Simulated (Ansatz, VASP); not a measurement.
# Two plane-wave programs on WS2

```xyz
3
Lattice="3.0379 0.0000 0.0000 -1.5190 2.6309 0.0000 0.0000 0.0000 17.4094" Properties=species:S:1:pos:R:3 pbc="T T T"
W     0.0000    1.7540    0.0000
S     1.5190    0.8770   15.7988
S     1.5190    0.8770    1.6106
```

Alike in both runs: task single point; functional r2SCAN; k mesh 12 × 12 × 2; occupations gaussian, width 0.02 eV; no spin polarisation.

```csv
,VASP,Ansatz
version,VASP 6.6.1,Ansatz 0.2.0
potentials or method,"VASP PAW PBE potentials, release 64 (W_sv, S), cutoff 520 eV","scalar-relativistic, plane waves, PAW"
valence electrons in the cell,26,26
```

Ansatz gave:

| Item | Value |
| --- | --- |
| gap on the k mesh at the Fermi level (eV) | 1.97 |
| least direct gap on the mesh (eV) | 2.68 |
| rms of the force components (eV/Å) | 0.000 |

**Question.** What did VASP give for the same quantities?

**Answer.** gap on the k mesh at the Fermi level (eV): 1.96; least direct gap on the mesh (eV): 2.68; rms of the force components (eV/Å): 0.014.

VASP's potentials were made for PBE, not for r2SCAN. Atom by atom the forces differ by 0.014 eV/Å (rms over components). With one functional, cell and mesh, what is left measures potentials, basis and numerics.

Neither program's run includes spin-orbit coupling.
